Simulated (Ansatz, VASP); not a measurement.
## Sn3P4 in VASP and in Ansatz

File INCAR:

```
  PREC = Accurate
  ENCUT = 600
  EDIFF = 1E-6
  ISMEAR = 0
  SIGMA = 0.1
  LREAL = F
  LASPH = T
  NELM = 60
  ALGO = Normal
  ISIF = 3
  LWAVE = F
  LCHARG = F
  GGA = PE
  IBRION = 2
  NSW = 90
  EDIFFG = -0.04
```

File KPOINTS:

```
regular mesh
0
Gamma
  4 4 4
```

POSCAR

```
Sn3P4
1.0
    3.1514213400     -4.3793754600      0.0000000000
    3.1514213400      4.3793754600      0.0000000000
    0.0000000000      0.0000000000      6.9277313700
Sn P
3 4
Direct
    0.1419068200      0.8580931800      0.0000000000
    0.8580931800      0.1419068200      0.0000000000
    0.5000000000      0.5000000000      0.5000000000
    0.1571099200      0.8428900800      0.5000000000
    0.8428900800      0.1571099200      0.5000000000
    0.0000000000      0.0000000000      0.2506533600
    0.0000000000      0.0000000000      0.7493466400
```

Input for Ansatz:

```yaml
crystal:
  lattice:
    - [3.15142134, -4.37937546, 0.0]
    - [3.15142134, 4.37937546, 0.0]
    - [0.0, 0.0, 6.92773137]
  atoms:
    - { symbol: Sn, position: [0.14190682, 0.85809318, 0.0] }
    - { symbol: Sn, position: [0.85809318, 0.14190682, 0.0] }
    - { symbol: Sn, position: [0.5, 0.5, 0.5] }
    - { symbol: P, position: [0.15710992, 0.84289008, 0.5] }
    - { symbol: P, position: [0.84289008, 0.15710992, 0.5] }
    - { symbol: P, position: [0.0, 0.0, 0.25065336] }
    - { symbol: P, position: [0.0, 0.0, 0.74934664] }
basis:
  ecutwfc: 420
kpoints:
  mp_grid: { grid: [4, 4, 4] }
hamiltonian:
  xc: pbe
scf:
  occupations: { method: gaussian, width: 0.1 }
  lower_state_search: "off"
output:
  forces: true
  stress: true
  eigenvalues: true
relax:
  adjacent_minimum: "off"
  f_tol: 0.04
  max_steps: 70
  cell: { stress_tol: 0.4 }
```

Alike in both runs: task relaxation of cell and atoms; functional PBE; k mesh 4 × 4 × 4; occupations gaussian, width 0.1 eV; no spin polarisation.

|  | VASP | Ansatz |
| --- | --- | --- |
| version | VASP 6.6.1 | Ansatz 0.2.0 |
| potentials or method | VASP PAW PBE potentials, release 64 (Sn_d, P), cutoff 600 eV | scalar-relativistic, plane waves, PAW |
| valence electrons in the cell | 62 | 62 |

```tsv
	VASP	Ansatz	Ansatz less VASP
gap on the k mesh at the Fermi level, each at its own relaxed structure (eV)	none	none	-
relaxed volume (Å³/atom)	25.47	25.29	-0.180
relaxed length of the cell vector where the two differ most in proportion (Å)	5.575	5.535	-0.0407
```

A gap of «none» marks a metal or a gap that the smearing closes.
